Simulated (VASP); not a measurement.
# Mg8O9 (a cell with a defect) in VASP: further runs

Mg8O9 (a cell with a defect) is run at these levels: PBEsol; tasks: single point.

Everything below comes from runs of VASP 6.6.1. Logs are shortened: lines on timing, memory, paths and dates and some standing lists are left out, and cuts for length are marked.

**1. The cell of the first run**

The cell holds a defect, 17 atoms: a = 5.932 Å, b = 5.932 Å, c = 5.932 Å, α = 60.00°, β = 60.00°, γ = 60.00°.

**2. Single point, PBEsol, collinear spin**

File INCAR:

```
PREC     = Accurate       # precision mode
ENCUT    = 520            # plane-wave cutoff, eV
EDIFF    = 1E-6           # SCF threshold, eV
ISMEAR   = -1             # smearing method
SIGMA    = 0.05           # smearing width, eV
LREAL    = Auto         
LASPH    = T              # aspherical terms in the spheres
NELM     = 150            # most SCF steps
ALGO     = Normal         # electronic algorithm
ISIF     = 2              # what is computed and relaxed
LWAVE    = F              # write WAVECAR
LCHARG   = T              # write CHGCAR
ISPIN    = 2              # spin polarisation
MAGMOM   = 0 0 0 0 0 0 0 0 0 0 0 0 0 0 0 0 1 # initial moments
LORBIT   = 11             # projections on sites
GGA      = PS             # functional
LELF     = T              # ELF
LVHAR    = T            
NBANDS   = 53             # bands
```

File KPOINTS:

```
Automatic mesh
0
Gamma
  2 2 2
```

File POSCAR:

```
Mg8O9
1.0
    0.0000000000      4.1948000000      4.1948000000
    4.1948000000      0.0000000000      4.1948000000
    4.1948000000      4.1948000000      0.0000000000
Mg O
8 9
Direct
   -0.0053041861     -0.0231596262      0.0182487842
    0.0554853628     -0.0103342233      0.4416777916
    0.0324091733      0.4472561266      0.0081410318
   -0.0038738438      0.4914060265      0.4737651378
    0.5773100029     -0.0182130257     -0.0344235720
    0.4765423858     -0.0360923048      0.5194764947
    0.5128254029      0.4491990083      0.0044340612
    0.5121579098      0.4737770573      0.4899876037
    0.2849361114      0.2105821493      0.2509416420
    0.2444931820      0.2377944121      0.7449699628
    0.2580814342      0.7437064938      0.2259225708
    0.2450533994      0.7010942119      0.7952584152
    0.7513826643      0.2495232192      0.2414417851
    0.7851625822      0.2326690188      0.7028940593
    0.7406193382      0.7273171546      0.2673429007
    0.8105392391      0.8182392486      0.6196838943
    0.7608110041      0.6191832745      0.8559764470
```

Potentials or basis: VASP PAW PBE potentials, release 64 (Mg, O).

On the command line:

```console
$ cat potpaw_PBE.64/Mg/POTCAR potpaw_PBE.64/O/POTCAR > POTCAR
$ mpirun -np 1 vasp_std > vasp.out
```

OUTCAR:

```text
PREC = Accurate
   ENCUT = 520
   EDIFF = 1E-6
   ISMEAR = -1
   LREAL = Auto
   LASPH = T
   NELM = 150
   ISIF = 2
   ISPIN = 2
   LORBIT = 11
   GGA = PS

 ion  position               nearest neighbor table
   1  0.995  0.977  0.018-  11 1.98  13 2.09  12 2.10  15 2.11  10 2.15  14 2.22   5 2.63   2 2.75
                             4 2.79   7 2.83   3 2.88   6 2.91   6 3.03   3 3.07   7 3.10   4 3.14
   2  0.055  0.990  0.442-  16 1.77   9 1.90  11 1.95  14 2.12  13 2.14  12 2.33   3 2.65   6 2.68
                             1 2.75   8 2.90   4 2.91   5 2.97   5 2.98   4 3.05   8 3.06   1 3.22
   3  0.032  0.447  0.008-  17 1.83  12 1.96  10 1.99  13 2.02   9 2.08  15 2.27  16 2.64   2 2.65
                             4 2.80   7 2.84   1 2.88   5 2.95   8 2.96   8 2.98   5 3.02   1 3.07
   4  0.996  0.491  0.474-  15 1.94  14 1.98  16 2.08   9 2.13  11 2.16  10 2.18  17 2.27   1 2.79
                             3 2.80   8 2.88   2 2.91   7 2.93   6 2.95   6 3.00   7 3.02   2 3.05
   5  0.577  0.982  0.966-  14 1.94  15 2.00  17 2.14   9 2.17  16 2.21  10 2.35  11 2.35   1 2.63
                             7 2.72   8 2.89   3 2.95   2 2.97   2 2.98   6 2.99   3 3.02   6 3.05
   6  0.477  0.964  0.519-   9 1.95  16 1.99  15 2.05  12 2.08  10 2.10  13 2.35  17 2.62   2 2.68
                             8 2.90   1 2.91   4 2.95   7 2.97   7 2.97   5 2.99   4 3.00   1 3.03
   7  0.513  0.449  0.004-  17 1.80   9 1.96  13 2.01  12 2.01  11 2.18  14 2.19   5 2.72   1 2.83
                             3 2.84   4 2.93   8 2.95   6 2.97   6 2.97   8 2.98   4 3.02   3 3.09
   8  0.512  0.474  0.490-  13 1.98  15 2.03  14 2.05  10 2.11  11 2.17  12 2.25   4 2.88   5 2.89
                             6 2.90   2 2.90   7 2.95   3 2.96   3 2.98   7 2.98   6 3.05   4 3.06
   9  0.285  0.211  0.251-   2 1.90   6 1.95   7 1.96   3 2.08   4 2.13   5 2.17
  10  0.244  0.238  0.745-   3 1.99   6 2.10   8 2.11   1 2.15   4 2.18   5 2.35
  11  0.258  0.744  0.226-   2 1.95   1 1.98   4 2.16   8 2.17   7 2.18   5 2.35
  12  0.245  0.701  0.795-   3 1.96   7 2.01   6 2.08   1 2.10   8 2.25   2 2.33
  13  0.751  0.250  0.241-   8 1.98   7 2.01   3 2.02   1 2.09   2 2.14   6 2.35
  14  0.785  0.233  0.703-   5 1.94   4 1.98   8 2.05   2 2.12   7 2.19   1 2.22
  15  0.741  0.727  0.267-   4 1.94   5 2.00   8 2.03   6 2.05   1 2.11   3 2.27
  16  0.811  0.818  0.620-  17 1.31   2 1.77   6 1.99   4 2.08   5 2.21   3 2.64
  17  0.761  0.619  0.856-  16 1.31   7 1.80   3 1.83   5 2.14   4 2.27   6 2.62

  LATTYP: Found a face centered cubic cell.
 ALAT       =     8.3896000000

  Lattice vectors:

 A1 = (   0.0000000000,   4.1948000000,   4.1948000000)
 A2 = (   4.1948000000,   0.0000000000,   4.1948000000)
 A3 = (   4.1948000000,   4.1948000000,   0.0000000000)

Analysis of symmetry for initial positions (statically):
=====================================================================
 Subroutine PRICEL returns:
 Original cell was already a primitive cell.

 Routine SETGRP: Setting up the symmetry group for a
 face centered cubic supercell.

 Subroutine GETGRP returns: Found  1 space group operations
[... 198 lines left out ...]
 fundamental gap:      3.1427985717
 Fermi energy:         6.2845499970

 spin component 1

 k-point     1 :       0.0000    0.0000    0.0000
  band No.  band energies     occupation
      1     -19.5107      1.00000
      2     -13.7926      1.00000
      3     -12.8786      1.00000
      4     -12.5750      1.00000
      5     -12.3907      1.00000
      6     -12.0639      1.00000
[... 389 lines left out ...]
     46      14.7345      0.00000
     47      15.0685      0.00000
 Fermi energy:         6.2845499970

 spin component 2

 k-point     1 :       0.0000    0.0000    0.0000
  band No.  band energies     occupation
      1     -19.5108      1.00000
      2     -13.7926      1.00000
      3     -12.8786      1.00000
      4     -12.5750      1.00000
      5     -12.3907      1.00000
      6     -12.0639      1.00000
[... 389 lines left out ...]
     46      14.7345      0.00000
     47      15.0685      0.00000
 [bands above 47 left out]

------------------------ aborting loop because EDIFF is reached ----------------------------------------

  FORCE on cell =-STRESS in cart. coord.  units (eV):
  Direction    XX          YY          ZZ          XY          YZ          ZX
  --------------------------------------------------------------------------------------
  -------------------------------------------------------------------------------------
  Total       10.3832515     22.4719520     29.7763770      1.8068013     -4.7254072      0.0833450
  in kB      112.6886514    243.8864139    323.1607919     19.6090791    -51.2844904      0.9045375
  external PRESSURE =     226.5786191 kB  Pullay stress =       0.0000000 kB

 VOLUME and BASIS-vectors are now :
 -----------------------------------------------------------------------------
  energy-cutoff  :      520.00
  volume of cell :      147.63
      direct lattice vectors                 reciprocal lattice vectors
     0.000000000  4.194800000  4.194800000    -0.119195194  0.119195194  0.119195194
     4.194800000  0.000000000  4.194800000     0.119195194 -0.119195194  0.119195194
     4.194800000  4.194800000  0.000000000     0.119195194  0.119195194 -0.119195194

 POSITION                                       TOTAL-FORCE (eV/Angst)
 -----------------------------------------------------------------------------------
      4.17420      4.24910      8.27020        -0.429364      0.227656      1.248712
      6.00420      2.08550      4.38420         0.755601      0.294851      0.493479
      1.91030      0.17010      2.01210        -0.126854      0.818889      0.192364
      4.04870      6.16590      6.23990         0.314337      1.964399      0.820104
      8.16880      6.47210      6.54010        -0.544524     -1.372609     -2.615066
      6.22250      4.17810      6.04240         0.824951      0.612572      1.153222
[... 9 lines left out ...]
      6.03180      5.99950      6.83240        -0.052535     -4.791787      1.813874
      6.18800      6.78210      5.78880         1.187651      2.414611     -2.822039
 -----------------------------------------------------------------------------------
    total drift:                               -0.000722     -0.008097     -0.008013

  FREE ENERGIE OF THE ION-ELECTRON SYSTEM (eV)
  ---------------------------------------------------
  free  energy   TOTEN  =       -99.6362368371 eV

  energy  without entropy=      -99.6362368370  energy(sigma->0) =      -99.63623684

 total charge

# of ion       s       p       d       tot
------------------------------------------
    1        0.157   0.190   0.084   0.432
    2        0.185   0.248   0.123   0.556
    3        0.178   0.235   0.115   0.529
    4        0.155   0.197   0.094   0.447
    5        0.151   0.183   0.085   0.419
    6        0.162   0.200   0.092   0.454
[... 9 lines left out ...]
   16        1.576   3.630   0.000   5.206
   17        1.582   3.629   0.000   5.211
--------------------------------------------------
tot         15.258  33.895   0.796  49.948

 magnetization (x)

# of ion       s       p       d       tot
------------------------------------------
    1       -0.000   0.000  -0.000   0.000
    2        0.000   0.000   0.000   0.000
    3       -0.000  -0.000   0.000  -0.000
    4       -0.000  -0.000  -0.000  -0.000
    5       -0.000  -0.000  -0.000  -0.000
    6       -0.000  -0.000  -0.000  -0.000
[... 9 lines left out ...]
   16       -0.000   0.000   0.000   0.000
   17        0.000  -0.000   0.000  -0.000
--------------------------------------------------
tot         -0.000   0.000  -0.000  -0.000
```

Run time: 4.9 min. Hardware: 1 thread of Intel Xeon Platinum 8259CL at 2.50GHz (Skylake/Cascade Lake), shared host; peak memory 0.43 GiB.

What came out:

- Free energy: -99.6362 eV
- Pressure: 22.7 GPa
- Largest force: 5.124 eV/Å
- Band gap on the k mesh: 3.14 eV
- Net moment: 0.00 μB per cell
- Valence electrons inside the program's atomic spheres: Mg 0.43, 0.56, 0.53, 0.45, 0.42 (each value once); O 5.15, 5.06, 5.09, 5.08, 5.11, 5.12, 5.21 (each value once)

Forces on the atoms (eV/Å):
```
Mg  -0.429  0.228  1.249
Mg   0.756  0.295  0.493
Mg  -0.127  0.819  0.192
Mg   0.314  1.964  0.820
Mg  -0.545 -1.373 -2.615
Mg   0.825  0.613  1.153
Mg   1.208 -0.273 -0.960
Mg  -0.198 -0.777 -0.696
O   -0.221 -1.046  0.300
O   -0.995  0.740  0.362
O   -0.517  0.978  0.000
O   -0.883 -1.101  1.439
O   -1.126  0.926 -0.801
O    1.149  0.888 -0.690
O   -0.347 -0.504  0.762
O   -0.053 -4.792  1.814
O    1.188  2.415 -2.822
```

Stress tensor (GPa, compression positive):
```
11.27  1.96  0.09
 1.96 24.39 -5.13
 0.09 -5.13 32.32
```

Caveat: the k points lie up to 0.65 Å⁻¹ apart; the atoms stand as in a frame of molecular dynamics; the PAW data sets were made with another functional, which shifts forces and pressure a little.

(Continued in part 2 of 2.)
